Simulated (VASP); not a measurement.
# Cl2 in VASP: further runs

Runs on Cl2. Level: LDA. Tasks: single point, relaxation of the atoms.

Everything below comes from runs of VASP 6.6.1. Logs are shortened: lines on timing, memory, paths and dates and some standing lists are left out, and cuts for length are marked.

## (1) The cell of the first run

The cell holds a molecule in a box, 2 atoms: a = 10.000 Å, b = 10.500 Å, c = 11.000 Å, α = 90.00°, β = 90.00°, γ = 90.00°.

## (2) Single point, LDA

Contents of INCAR:

```
SYSTEM = Cl
PREC = Accurate
ENCUT = 400
EDIFF = 1E-6
ISMEAR = 0
SIGMA = 0.01
LREAL = .FALSE.
LASPH = .TRUE.
NELM = 120
ALGO = Normal
ISIF = 2
LWAVE = .FALSE.
LCHARG = .FALSE.
NBANDS = 14
GGA_COMPAT = .FALSE.
NELMDL = -8
```

Contents of KPOINTS:

```
Automatic mesh
0
G
  1 1 1
  0 0 0
```

Contents of POSCAR:

```
Cl
1.0
   10.0000000000      0.0000000000      0.0000000000
    0.0000000000     10.5000000000      0.0000000000
    0.0000000000      0.0000000000     11.0000000000
Cl
2
Direct
    0.5000000000      0.5000000000      0.4100252253
    0.5000000000      0.5000000000      0.5899747747
```

Potentials or basis: VASP PAW LDA potentials, release 64 (Cl).

Started as:

```bash
$ cat potpaw_LDA.64/Cl/POTCAR > POTCAR
$ mpirun -np 1 vasp_gam > vasp.out
```

OUTCAR:

```text
SYSTEM = Cl
   PREC = Accurate
   ENCUT = 400
   EDIFF = 1E-6
   ISMEAR = 0
   LREAL = .FALSE.
   LASPH = .TRUE.
   NELM = 120
   ISIF = 2
   NELMDL = -8

 ion  position               nearest neighbor table
   1  0.500  0.500  0.410-   2 1.98
   2  0.500  0.500  0.590-   1 1.98

  LATTYP: Found a simple orthorhombic cell.
 ALAT       =    10.0000000000
 B/A-ratio  =     1.0500000000
 C/A-ratio  =     1.1000000000

  Lattice vectors:

 A1 = (  10.0000000000,   0.0000000000,   0.0000000000)
 A2 = (   0.0000000000,  10.5000000000,   0.0000000000)
 A3 = (   0.0000000000,   0.0000000000,  11.0000000000)

Analysis of symmetry for initial positions (statically):
=====================================================================
 Subroutine PRICEL returns:
 Original cell was already a primitive cell.

 Routine SETGRP: Setting up the symmetry group for a
 simple orthorhombic supercell.

 Subroutine GETGRP returns: Found  8 space group operations
 (whereof  8 operations were pure point group operations)
 out of a pool of  8 trial point group operations.

The static configuration has the point symmetry D_2h.

Analysis of symmetry for dynamics (positions and initial velocities):
=====================================================================
 Subroutine PRICEL returns:
 Original cell was already a primitive cell.

 Routine SETGRP: Setting up the symmetry group for a
 simple orthorhombic supercell.

 Subroutine GETGRP returns: Found  8 space group operations
 (whereof  8 operations were pure point group operations)
 out of a pool of  8 trial point group operations.

The dynamic configuration has the point symmetry D_2h.

 Subroutine INISYM returns: Found  8 space group operations
 (whereof  8 operations are pure point group operations),
 and found     1 'primitive' translations

----------------------------------------------------------------------------------------

                                     Primitive cell

  volume of cell :    1155.0000

  direct lattice vectors                    reciprocal lattice vectors
    10.000000000  0.000000000  0.000000000     0.100000000  0.000000000  0.000000000
     0.000000000 10.500000000  0.000000000     0.000000000  0.095238095  0.000000000
     0.000000000  0.000000000 11.000000000     0.000000000  0.000000000  0.090909091

  length of vectors
    10.000000000 10.500000000 11.000000000     0.100000000  0.095238095  0.090909091

  position of ions in fractional coordinates (direct lattice)
     0.500000000  0.500000000  0.410025225
     0.500000000  0.500000000  0.589974775

  ion indices of the primitive-cell ions
   primitive index   ion index
                 1           1
                 2           2

----------------------------------------------------------------------------------------

 KPOINTS: Automatic mesh

Automatic generation of k-mesh.
 Grid dimensions read from file:
 generate k-points for:    1    1    1

 Generating k-lattice:

  Cartesian coordinates                     Fractional coordinates (reciprocal lattice)
     0.100000000  0.000000000  0.000000000     1.000000000  0.000000000  0.000000000
     0.000000000  0.095238095  0.000000000     0.000000000  1.000000000  0.000000000
     0.000000000  0.000000000  0.090909091     0.000000000  0.000000000  1.000000000

  Length of vectors
     0.100000000  0.095238095  0.090909091

  Shift w.r.t. Gamma in fractional coordinates (k-lattice)
     0.000000000  0.000000000  0.000000000

 Subroutine IBZKPT returns following result:
 ===========================================

 Found      1 irreducible k-points:

 Following reciprocal coordinates:
            Coordinates               Weight
  0.000000  0.000000  0.000000      1.000000
   k-points           NKPTS =      1   k-points in BZ     NKDIM =      1   number of bands    NBANDS=     14
   number of dos      NEDOS =    301   number of ions     NIONS =      2
   total plane-waves  NPLWV = 352800
   dimension x,y,z NGX =    70 NGY =   70 NGZ =   72
   dimension x,y,z NGXF=   140 NGYF=  140 NGZF=  144
   ions per type =               2
   NGX,Y,Z   is equivalent  to a cutoff of  11.64, 11.08, 10.88 a.u.
   NGXF,Y,Z  is equivalent  to a cutoff of  23.27, 22.17, 21.76 a.u.
 SYSTEM =  Cl
   PREC   = accura    normal or accurate (medium, high low for compatibility)
   ISTART =      0    job   : 0-new  1-cont  2-samecut
   ICHARG =      2    charge: 1-file 2-atom 10-const
   ISPIN  =      1    spin polarized calculation?
   LNONCOLLINEAR =      F non collinear calculations
   LSORBIT =      F    spin-orbit coupling
   LASPH  =      T    aspherical Exc in radial PAW
   ENCUT  =  400.0 eV  29.40 Ry    5.42 a.u.  16.31 17.12 17.94*2*pi/ulx,y,z
   NELM   =    120;   NELMIN=  2; NELMDL= -8     # of ELM steps
   EDIFF  = 0.1E-05   stopping-criterion for ELM
   LREAL  =      F    real-space projection
   EDIFFG = 0.1E-04   stopping-criterion for IOM
   NSW    =      0    number of steps for IOM
   IBRION =     -1    ionic relax: 0-MD 1-quasi-New 2-CG
   NFREE  =      0    steps in history (QN), initial steepest desc. (CG)
   ISIF   =      2    stress and relaxation
   ISYM   =      2    0-nonsym 1-usesym 2-fastsym
   POTIM  = 0.5000    time-step for ionic-motion
   TEBEG  =    0.0;   TEEND  =   0.0 temperature during run
   PSTRESS=    0.0 pullay stress
   NELECT =      14.0000    total number of electrons
   NUPDOWN=      -1.0000    fix difference up-down
   EMIN   =  10.00;   EMAX   =-10.00  energy-range for DOS
   EFERMI =   0.00;   METHOD = LEGACY
   ISMEAR =     0;   SIGMA  =   0.01  broadening in eV -4-tet -1-fermi 0-gaus
   EFERMI_NEDOS =   21; number of points for ismear=-14 and -15
   IALGO  =     38    algorithm
   IMIX   =      4    mixing-type and parameters
     AMIX     =   0.40;   BMIX     =  1.00
     AMIX_MAG =   1.60;   BMIX_MAG =  1.00
  volume/ion in A,a.u.               =     577.50      3897.16
  Fermi-wavevector in a.u.,A,eV,Ry     =   0.376060  0.710650  1.924149  0.141421
  Thomas-Fermi vector in A             =   1.307622
   LORBIT       =      0    0 simple, 1 ext, 2 COOP (PROOUT), +10 PAW based schemes
   GGA     = CA    functional components
   LHFCALC =     F    Hartree Fock is set to
   AEXX    =    0.0000 exact exchange contribution
   IVDW    =     0    specifies the selected vdW correction
   LEPSILON=     F    determine dielectric tensor
   LRPA    =     F    only Hartree local field effects (RPA)
 non-spin polarized calculation
 Gauss-broadening in eV      SIGMA  =   0.01
  energy-cutoff  :      400.00
  volume of cell :     1155.00
 maximum number of plane-waves:     10477
 NGX is ok and might be reduce to    70
   NGX = 33   NGY = 35   NGZ = 35

 number of electron      14.0000005 magnetization

 Free energy of the ion-electron system (eV)
  ---------------------------------------------------
  ext. energy  EPLUGINS =         0.00000000
  ---------------------------------------------------
  free energy    TOTEN  =        -3.98780546 eV

  energy without entropy =       -3.98780546  energy(sigma->0) =       -3.98780546

 E-fermi :  -6.9595     XC(G=0):  -0.8006

 val. band max:       -7.0621165283   @ k =   0.0000   0.0000   0.0000
 cond. band min:      -4.0313588157   @ k =   0.0000   0.0000   0.0000
 fundamental gap:      3.0307577126
 Fermi energy:        -6.9595038855

 k-point     1 :       0.0000    0.0000    0.0000
  band No.  band energies     occupation
      1     -23.3782      2.00000
      2     -18.9393      2.00000
      3     -11.8292      2.00000
      4      -9.8318      2.00000
      5      -9.8317      2.00000
      6      -7.0622      2.00000
      7      -7.0621      2.00000
      8      -4.0314      0.00000
      9      -0.2958      0.00000
     10       0.8814      0.00000
     11       1.0447      0.00000
     12       1.1454      0.00000
     13       1.2617      0.00000
     14       1.2776      0.00000

------------------------ aborting loop because EDIFF is reached ----------------------------------------

  FORCE on cell =-STRESS in cart. coord.  units (eV):
  Direction    XX          YY          ZZ          XY          YZ          ZX
  --------------------------------------------------------------------------------------
  -------------------------------------------------------------------------------------
  Total       -0.0226710     -0.0229015     -0.3586592      0.0000000      0.0000000      0.0000000
  in kB       -0.0314485     -0.0317683     -0.4975200      0.0000000      0.0000000      0.0000000
  external PRESSURE =      -0.1869123 kB  Pullay stress =       0.0000000 kB

 VOLUME and BASIS-vectors are now :
 -----------------------------------------------------------------------------
  energy-cutoff  :      400.00
  volume of cell :     1155.00
      direct lattice vectors                 reciprocal lattice vectors
    10.000000000  0.000000000  0.000000000     0.100000000  0.000000000  0.000000000
     0.000000000 10.500000000  0.000000000     0.000000000  0.095238095  0.000000000
     0.000000000  0.000000000 11.000000000     0.000000000  0.000000000  0.090909091

 POSITION                                       TOTAL-FORCE (eV/Angst)
 -----------------------------------------------------------------------------------
      5.00000      5.25000      4.51028         0.000000      0.000000      0.166634
      5.00000      5.25000      6.48972        -0.000000      0.000000     -0.166634
 -----------------------------------------------------------------------------------
    total drift:                                0.000000      0.000000     -0.000000

  FREE ENERGIE OF THE ION-ELECTRON SYSTEM (eV)
  ---------------------------------------------------
  free  energy   TOTEN  =        -3.9878054607 eV

  energy  without entropy=       -3.9878054607  energy(sigma->0) =       -3.98780546
```

It took 64 s on 1 thread of Intel Xeon 8259CL, shared host; peak memory 0.44 GiB.

Results:

- Free energy: -3.9878 eV
- Largest force: 0.167 eV/Å
- Gap between the frontier levels: 3.03 eV

Forces on the atoms (eV/Å):
```
Cl   0.000  0.000  0.167
Cl   0.000  0.000 -0.167
```

## (3) Relaxation of the atoms, LDA

Contents of INCAR:

```
ALGO = Normal ; EDIFF = 1E-7
EDIFFG = -0.004 ; ENCUT = 450
GGA_COMPAT = False ; IBRION = 2
ISIF = 2 ; ISMEAR = 0
LASPH = True ; LCHARG = False
LREAL = False ; LWAVE = False
NELM = 120 ; NELMDL = -8
NELMIN = 4 ; NSW = 80
PREC = Accurate ; SIGMA = 0.01
```

Contents of KPOINTS:

```
k-points
0
Gamma
  1 1 1
```

Contents of POSCAR:

```
Cl
1.0
   10.0000000000      0.0000000000      0.0000000000
    0.0000000000     10.5000000000      0.0000000000
    0.0000000000      0.0000000000     11.0000000000
Cl
2
Direct
    0.5000000000      0.5000000000      0.4095454545
    0.5000000000      0.5000000000      0.5904545455
```

Potentials or basis: VASP PAW LDA potentials, release 64 (Cl).

Started as:

```bash
$ cat potpaw_LDA.64/Cl/POTCAR > POTCAR
$ mpirun -np 1 vasp_gam > vasp.out
```

Run time: 2.8 min. Hardware: 1 thread of Intel Xeon 8259CL, shared host; peak memory 0.58 GiB.

It converged, with:

```
Free energy                     : -3.9876 eV
Energy gained by relaxing       : 1.8 meV/atom
Ionic steps                     : 3
Gap between the frontier levels : 3.08 eV
```

The path:
```
step  energy change (eV)  largest force (eV/Å)  pressure (GPa)
   1              0.0000                0.3688           -0.04
   2             -0.0006                0.3555            0.03
   3             -0.0035                0.0000            0.00
```

Final structure:
```cif
data_structure
_symmetry_space_group_name_H-M 'P 1'
_symmetry_Int_Tables_number 1
_cell_length_a 10.0000
_cell_length_b 10.5000
_cell_length_c 11.0000
_cell_angle_alpha 90.000
_cell_angle_beta 90.000
_cell_angle_gamma 90.000
_cell_volume 1155.00
loop_
_atom_site_label
_atom_site_type_symbol
_atom_site_fract_x
_atom_site_fract_y
_atom_site_fract_z
_atom_site_occupancy
Cl1 Cl 0.50000 0.50000 0.41040 1
Cl2 Cl 0.50000 0.50000 0.58960 1
```

Levels at points of the mesh, in eV from the valence-band top:
```
           k point  band 5  band 6  band 7  band 8  band 9  band 10
(0.00, 0.00, 0.00)   -2.81    0.00    0.00    3.08    6.75     7.92
```
